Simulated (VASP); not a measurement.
# GaMo (P6/mmm) in VASP: relaxation of cell and atoms with PBE

Aim: the relaxation of cell and atoms of GaMo with PBE.

Program: VASP 6.6.1. These are calculated values, not measurements. Logs are shortened: lines on timing, memory, paths and dates and some standing lists are left out, and cuts for length are marked.

**1. The cell of the first run**

It takes space group P6/mmm (No. 191, hexagonal). The conventional cell has a = 3.094 Å, b = 3.094 Å, c = 4.664 Å, α = 90.00°, β = 90.00°, γ = 120.00°. Within 3.1 Å of Ga (site symmetry 6/mmm) lie 2 Mo at 2.33 Å and 6 Ga at 3.09 Å. Mo (site symmetry 6/mmm) has 2 Ga at 2.33 Å and 6 Mo at 3.09 Å within 3.1 Å.

The cell was generated, and may not be a known phase.

**2. Relaxation of cell and atoms, PBE**

File INCAR:

```
SYSTEM = GaMo
ALGO = Fast
EDIFF = 1E-6
EDIFFG = -0.08
ENCUT = 600
GGA = PE
IBRION = 2
ISIF = 3
ISMEAR = 0
LASPH = .TRUE.
LCHARG = .FALSE.
LREAL = .FALSE.
LWAVE = .FALSE.
NELM = 100
NSW = 36
PREC = Accurate
SIGMA = 0.2
```

File KPOINTS:

```
k-points
0
G
  7 7 4
  0 0 0
```

File POSCAR:

```
GaMo
1.0
    3.0941346700      0.0000000000      0.0000000000
   -1.5470673400      2.6795992300      0.0000000000
    0.0000000000      0.0000000000      4.6636886900
Ga Mo
1 1
Direct
    0.0000000000      0.0000000000      0.0000000000
    0.0000000000      0.0000000000      0.5000000000
```

Potentials or basis: VASP PAW PBE potentials, release 64 (Ga_d, Mo_sv).

Launch:

```bash
$ cat potpaw_PBE.64/Ga_d/POTCAR potpaw_PBE.64/Mo_sv/POTCAR > POTCAR
$ mpirun -np 1 vasp_std > vasp.out
```

OUTCAR:

```text
SYSTEM = GaMo
   EDIFF = 1E-6
   EDIFFG = -0.08
   ENCUT = 600
   GGA = PE
   IBRION = 2
   ISIF = 3
   ISMEAR = 0
   LASPH = .TRUE.
   LREAL = .FALSE.
   NELM = 100
   NSW = 36
   PREC = Accurate

 ion  position               nearest neighbor table
   1  0.000  0.000  0.000-   2 2.33   2 2.33
   2  0.000  0.000  0.500-   1 2.33   1 2.33

  LATTYP: Found a hexagonal cell.
 ALAT       =     3.0941346700
 C/A-ratio  =     1.5072675198

  Lattice vectors:

 A1 = (   3.0941346700,   0.0000000000,   0.0000000000)
 A2 = (  -1.5470673400,   2.6795992300,   0.0000000000)
 A3 = (   0.0000000000,   0.0000000000,   4.6636886900)

Analysis of symmetry for initial positions (statically):
=====================================================================
 Subroutine PRICEL returns:
 Original cell was already a primitive cell.

 Routine SETGRP: Setting up the symmetry group for a
 hexagonal supercell.

 Subroutine GETGRP returns: Found 24 space group operations
 (whereof 24 operations were pure point group operations)
 out of a pool of 24 trial point group operations.

The static configuration has the point symmetry D_6h.

Analysis of symmetry for dynamics (positions and initial velocities):
=====================================================================
 Subroutine PRICEL returns:
 Original cell was already a primitive cell.

 Routine SETGRP: Setting up the symmetry group for a
 hexagonal supercell.

 Subroutine GETGRP returns: Found 24 space group operations
 (whereof 24 operations were pure point group operations)
 out of a pool of 24 trial point group operations.

The dynamic configuration has the point symmetry D_6h.

 Subroutine INISYM returns: Found 24 space group operations
 (whereof 24 operations are pure point group operations),
 and found     1 'primitive' translations

----------------------------------------------------------------------------------------

                                     Primitive cell

  volume of cell :      38.6668

  direct lattice vectors                    reciprocal lattice vectors
     3.094134670  0.000000000  0.000000000     0.323192138  0.186595068  0.000000000
    -1.547067340  2.679599230  0.000000000     0.000000000  0.373190136  0.000000000
     0.000000000  0.000000000  4.663688690     0.000000000  0.000000000  0.214422545

  length of vectors
     3.094134670  3.094134675  4.663688690     0.373190136  0.373190136  0.214422545

[... 82 lines left out ...]
   NSW    =     36    number of steps for IOM
   IBRION =      2    ionic relax: 0-MD 1-quasi-New 2-CG
   NFREE  =      1    steps in history (QN), initial steepest desc. (CG)
   ISIF   =      3    stress and relaxation
   ISYM   =      2    0-nonsym 1-usesym 2-fastsym
   POTIM  = 0.5000    time-step for ionic-motion
   TEBEG  =    0.0;   TEEND  =   0.0 temperature during run
   PSTRESS=    0.0 pullay stress
   NELECT =      27.0000    total number of electrons
   NUPDOWN=      -1.0000    fix difference up-down
   EMIN   =  10.00;   EMAX   =-10.00  energy-range for DOS
   EFERMI =   0.00;   METHOD = LEGACY
   ISMEAR =     0;   SIGMA  =   0.20  broadening in eV -4-tet -1-fermi 0-gaus
   EFERMI_NEDOS =   21; number of points for ismear=-14 and -15
   IALGO  =     68    algorithm
   IMIX   =      4    mixing-type and parameters
     AMIX     =   0.40;   BMIX     =  1.00
     AMIX_MAG =   1.60;   BMIX_MAG =  1.00
  volume/ion in A,a.u.               =      19.33       130.47
  Fermi-wavevector in a.u.,A,eV,Ry     =   1.452390  2.744619 28.700624  2.109436
  Thomas-Fermi vector in A             =   2.569777
   LORBIT       =      0    0 simple, 1 ext, 2 COOP (PROOUT), +10 PAW based schemes
   GGA     = PE    functional components
   LHFCALC =     F    Hartree Fock is set to
   AEXX    =    0.0000 exact exchange contribution
   IVDW    =     0    specifies the selected vdW correction
   LEPSILON=     F    determine dielectric tensor
   LRPA    =     F    only Hartree local field effects (RPA)
 conjugate gradient relaxation of ions
 non-spin polarized calculation
 RMM-DIIS sequential band-by-band and
 Gauss-broadening in eV      SIGMA  =   0.20
  energy-cutoff  :      600.00
  volume of cell :       38.67
 maximum number of plane-waves:      1304
 NGX is ok and might be reduce to    28
   NGX = 13   NGY = 13   NGZ = 19

--------------------------------------- Ionic step        1  -------------------------------------------

 number of electron      26.9999994 magnetization

 Free energy of the ion-electron system (eV)
  ---------------------------------------------------
  ext. energy  EPLUGINS =         0.00000000
  ---------------------------------------------------
  free energy    TOTEN  =       -11.32310523 eV

  energy without entropy =      -11.28255829  energy(sigma->0) =      -11.30283176

------------------------ aborting loop because EDIFF is reached ----------------------------------------

  FORCE on cell =-STRESS in cart. coord.  units (eV):
  Direction    XX          YY          ZZ          XY          YZ          ZX
  --------------------------------------------------------------------------------------
  -------------------------------------------------------------------------------------
  Total       -5.5802398     -5.5802398     11.8284025      0.0000000      0.0000000      0.0000000
  in kB     -231.2197010   -231.2197016    490.1150827      0.0000004      0.0000000      0.0000000
  external PRESSURE =       9.2252267 kB  Pullay stress =       0.0000000 kB
[... 89 lines left out ...]
  FREE ENERGIE OF THE ION-ELECTRON SYSTEM (eV)
  ---------------------------------------------------
  free  energy   TOTEN  =       -12.4802060250 eV

  energy  without entropy=      -12.4402518658  energy(sigma->0) =      -12.46022895

[... ionic steps 4 to 7 ...]

--------------------------------------- Ionic step        8  -------------------------------------------

 number of electron      26.9999999 magnetization

------------------------ aborting loop because EDIFF is reached ----------------------------------------
[... 67 lines left out ...]
--------------------------------------- Ionic step       10  -------------------------------------------

 number of electron      26.9999991 magnetization

 Free energy of the ion-electron system (eV)
  ---------------------------------------------------
  ext. energy  EPLUGINS =         0.00000000
  ---------------------------------------------------
  free energy    TOTEN  =       -12.57941813 eV

  energy without entropy =      -12.54353253  energy(sigma->0) =      -12.56147533

 E-fermi :   8.2644     XC(G=0): -12.0029

 val. band max:        8.2533765605   @ k =   0.4286  -0.0000   0.2500
 cond. band min:       8.5005573834   @ k =   0.1429   0.1429   0.2500
 fundamental gap:      0.2471808229
 Fermi energy:         8.2643730865

 k-point     1 :       0.0000    0.0000    0.0000
  band No.  band energies     occupation
      1     -52.5465      2.00000
      2     -26.7650      2.00000
      3     -25.9409      2.00000
      4     -25.9409      2.00000
      5      -6.7483      2.00000
      6      -6.6617      2.00000
[... 498 lines left out ...]
  FREE ENERGIE OF THE ION-ELECTRON SYSTEM (eV)
  ---------------------------------------------------
  free  energy   TOTEN  =       -12.5794181309 eV

  energy  without entropy=      -12.5435325321  energy(sigma->0) =      -12.56147533

 reached required accuracy - stopping structural energy minimisation
```

CONTCAR:

```text
GaMo
   1.00000000000000
     2.7862276763424387    0.0000000005432492   -0.0000000000000000
    -1.3931138422031859    2.4129439503406003    0.0000000000000000
    -0.0000000000000000   -0.0000000000000000    5.2323867307682201
  Ga              Mo
     1     1
Direct
     1.0000000000000000    0.0000000000000000    0.0000000000000000
     0.0000000000000000    0.0000000000000000    0.5000000000000000

  0.00000000E+00  0.00000000E+00  0.00000000E+00
  0.00000000E+00  0.00000000E+00  0.00000000E+00
```

It took 4.1 min on 1 thread of Intel Xeon 8259CL, shared host; peak memory 0.2 GiB.

What came out:

| Quantity | Value |
| --- | --- |
| Free energy | -12.5794 eV |
| Relaxed volume | 17.59 Å³/atom |
| Relaxed cell | a = 2.786 Å, b = 2.786 Å, c = 5.232 Å, α = 90.00°, β = 90.00°, γ = 120.00° |
| Space group after relaxing (to 0.1 Å) | P6/mmm (No. 191) |
| Energy gained by relaxing | 628.2 meV/atom |
| Ionic steps | 10 |
| Pressure after relaxing | 0.1 GPa |
| Band gap on the k mesh | zero (an odd number of electrons rules out a gap without spin polarisation) |

Step by step:
```tsv
step	energy change (eV)	largest force (eV/Å)	pressure (GPa)	volume (Å³)
1	0.0000	0.0000	0.92	38.67
2	-0.8964	0.0000	-1.23	37.22
3	-1.1571	0.0000	-9.15	38.31
4	-1.1574	0.0000	-9.30	38.35
5	-1.1560	0.0000	-9.35	38.38
6	-1.1753	0.0000	9.63	33.03
7	-1.2513	0.0000	-0.72	35.41
8	-1.2513	0.0000	-0.48	35.35
9	-1.2559	0.0000	0.27	35.13
10	-1.2563	0.0000	0.12	35.18
```

Final structure:
```
Ga Mo
1.0
     2.78623    0.00000    0.00000
    -1.39311    2.41294    0.00000
     0.00000    0.00000    5.23239
Ga Mo
1 1
Direct
  0.00000 0.00000 0.00000
  0.00000 0.00000 0.50000
```

Levels at points of the mesh, in eV from the Fermi level:
```tsv
k point	band 11	band 12	band 13	band 14	band 15	band 16	band 17
(0.00, 0.00, 0.00)	-4.24	-2.71	-0.25	-0.25	1.60	2.30	2.30
(0.00, 0.00, 0.50)	-5.75	-3.42	-0.24	-0.24	2.22	2.22	5.44
```

The gap in the log of VASP goes by the Fermi energy; the results here count the filled bands.